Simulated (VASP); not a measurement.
Write the native input for VASP 6.6.1 that does the following.

```yaml
Task: relaxation of the atoms
Functional: PBE
Potentials_or_basis: VASP PAW PBE potentials, release 64 (Ge_d, N)
Cutoff: 520 eV
k_mesh: 6 × 6 × 6
Occupations: fermi-dirac, width 0.02 eV
Spin: no spin polarisation
Dipole_correction: no
Further_INCAR_settings: ALGO = Normal; EDIFF = 1e-07; IBRION = 2; EDIFFG = -0.02; NSW = 80
```

The structure of Ge3N4 lies in POSCAR:

```
Ge3N4
1.0
    0.0000000000      4.1545500000      4.1545500000
    4.1545500000      0.0000000000      4.1545500000
    4.1545500000      4.1545500000      0.0000000000
Ge N
6 8
Direct
    0.1250000000      0.1250000000      0.1250000000
    0.6250000000      0.1250000000      0.1250000000
    0.1250000000      0.1250000000      0.6250000000
    0.1250000000      0.6250000000      0.1250000000
    0.5000000000      0.5000000000      0.5000000000
    0.7500000000      0.7500000000      0.7500000000
    0.8832000000      0.8832000000      0.8832000000
    0.8996000000      0.3668000000      0.3668000000
    0.8832000000      0.8832000000      0.3504000000
    0.3668000000      0.8996000000      0.3668000000
    0.3504000000      0.8832000000      0.8832000000
    0.3668000000      0.3668000000      0.3668000000
    0.8832000000      0.3504000000      0.8832000000
    0.3668000000      0.3668000000      0.8996000000
```

The input as run:

INCAR

```
SYSTEM = Ge3N4
ALGO = Normal
EDIFF = 1E-7
EDIFFG = -0.02
ENCUT = 520
GGA = PE
GGA_COMPAT = .FALSE.
IBRION = 2
ISIF = 2
ISMEAR = -1
KPAR = 4
LASPH = .TRUE.
LCHARG = .FALSE.
LREAL = .FALSE.
LWAVE = .FALSE.
NELM = 120
NELMIN = 4
NSW = 80
PREC = Accurate
SIGMA = 0.02
```

KPOINTS

```
k-points
0
G
  6 6 6
  0 0 0
```

Potentials or basis: VASP PAW PBE potentials, release 64 (Ge_d, N).

The run is started by

```bash
$ cat potpaw_PBE.64/Ge_d/POTCAR potpaw_PBE.64/N/POTCAR > POTCAR
$ mpirun -np 4 vasp_std > vasp.out
```

Results of the run:

| Quantity | Value |
| --- | --- |
| Pressure after relaxing | 0.2 GPa |
| Largest force after relaxing | 0.007 eV/Å |
| Band gap on the k mesh | 1.91 eV |

Caveat: the relaxation stopped at its first step, so nothing moved.

Wall time 67 s on 4 MPI ranks on Intel(R) Xeon(R) Platinum 8488C (Sapphire Rapids), with other jobs on the host, peak memory 0.37 GiB a rank.
